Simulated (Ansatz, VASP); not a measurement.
One calculation of B2As3, two programs

```xyz
10
Lattice="3.4268 0.0000 0.0000 -1.7134 2.9677 0.0000 0.0000 0.0000 15.3230" Properties=species:S:1:pos:R:3 pbc="T T T"
B     1.7134    0.9892   12.4000
B     0.0000    0.0000    9.6355
B     0.0000    1.9785    2.9229
B     0.0000    0.0000    5.6875
As    1.7134    0.9892   14.5611
As    0.0000    0.0000   11.7409
As    0.0000    1.9785    8.9557
As    0.0000    1.9785    0.7618
As    0.0000    0.0000    3.5820
As    1.7134    0.9892    6.3672
```

Alike in both runs: task relaxation of cell and atoms; functional PBE; k mesh 12 × 12 × 2; occupations gaussian, width 0.1 eV; no spin polarisation.

|  | VASP | Ansatz |
| --- | --- | --- |
| version | VASP 6.6.1 | Ansatz 0.2.0 |
| potentials or method | VASP PAW PBE potentials, release 64 (B, As), cutoff 600 eV | scalar-relativistic, plane waves, PAW |
| valence electrons in the cell | 42 | 102 |

VASP gave:

| Property | Result |
| --- | --- |
| gap on the k mesh at the Fermi level, each at its own relaxed structure (eV) | none |
| relaxed volume (Å³/atom) | 15.64 |
| relaxed cell length with the largest relative difference (Å) | 3.431 |

Task: Estimate Ansatz's values.

Result: gap on the k mesh at the Fermi level, each at its own relaxed structure (eV): none; relaxed volume (Å³/atom): 15.58; relaxed cell length with the largest relative difference (Å): 3.427.

A gap of «none» marks a metal or a gap that the smearing closes. VASP's potentials hold 42 valence electrons a cell and Ansatz's 102, so a difference there can come from the potentials and not from the codes.
